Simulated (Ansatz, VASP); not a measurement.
Two plane-wave programs on LaScSe2

```xyz
4
Lattice="3.9245 0.0000 0.0000 -1.9623 3.3988 0.0000 0.0000 -2.2658 7.4244" Properties=species:S:1:pos:R:3 pbc="T T T"
Se    0.0000    0.0000    5.1718
Se    1.9623    1.1329    2.2526
La    1.9623   -1.1329    3.7122
Sc    0.0000    0.0000    0.0000
```

Alike in both runs: task single point; functional PBE; k mesh 6 × 6 × 6; occupations methfessel-paxton of order 1, width 0.0704 eV; no spin polarisation.

|  | VASP | Ansatz |
| --- | --- | --- |
| version | VASP 6.6.1 | Ansatz 0.2.0 |
| potentials or method | VASP PAW PBE potentials, release 64 (Se, La, Sc_sv), cutoff 520 eV | PAW plane waves |
| valence electrons in the cell | 34 | 54 |

```tsv
	VASP	Ansatz	Ansatz less VASP
gap on the k mesh at the Fermi level (eV)	none	none	-
pressure (GPa)	13.7	13.6	-0.02
traceless stress, the component that is largest in VASP (GPa)	-7.00	-7.02	-0.020
rms of the force components (eV/Å)	1.910	1.911	+0.0015
```

Atom by atom the forces differ by 0.002 eV/Å (rms over components). A gap of «none» marks a metal or a gap that the smearing closes. The functional is the same, so the differences come from potentials, cutoffs and numerics. VASP's potentials hold 34 valence electrons a cell and Ansatz's 54, so a difference there can come from the potentials and not from the codes. Ansatz's warnings: structure snapped to symmetry.

Spin-orbit coupling is off throughout.
